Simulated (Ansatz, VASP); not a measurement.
# CO2: VASP beside Ansatz

```
C O
1.0
     5.62000    0.00000    0.00000
     0.00000    5.62000    0.00000
     0.00000    0.00000    5.62000
C O
4 8
Direct
  0.00000 0.00000 0.00000
  0.50000 0.00000 0.50000
  0.50000 0.50000 0.00000
  0.00000 0.50000 0.50000
  0.12002 0.12002 0.12002
  0.37998 0.87998 0.62002
  0.62002 0.37998 0.87998
  0.87998 0.62002 0.37998
  0.87998 0.87998 0.87998
  0.62002 0.12002 0.37998
  0.37998 0.62002 0.12002
  0.12002 0.37998 0.62002
```

Alike in both runs: functional PBE; k mesh 4 × 4 × 4; occupations fermi-dirac, width 0.02 eV; no spin polarisation.

Ansatz relaxed the structure, and its values are those at the end. VASP's run is a single point on that final structure, the one shown.

|  | VASP | Ansatz |
| --- | --- | --- |
| version | VASP 6.6.1 | Ansatz 0.2.0 |
| potentials or method | VASP PAW PBE potentials, release 64 (C_h, O_h) | plane-wave PAW, scalar-relativistic |
| plane-wave cutoff (eV) | 1340 | 420 |
| valence electrons in the cell | 64 | 64 |

VASP gave:

```
gap on the k mesh at the Fermi level (eV) : 6.79
pressure (GPa)                            : 1.1
rms of the force components (eV/Å)        : 0.009
```

Q: Which values does Ansatz return?

A: gap on the k mesh at the Fermi level (eV): 6.79; pressure (GPa): 1.4; rms of the force components (eV/Å): 0.009.

The functional is the same, so the differences come from potentials, cutoffs and numerics. Ansatz's warnings: stress scf threshold loose.
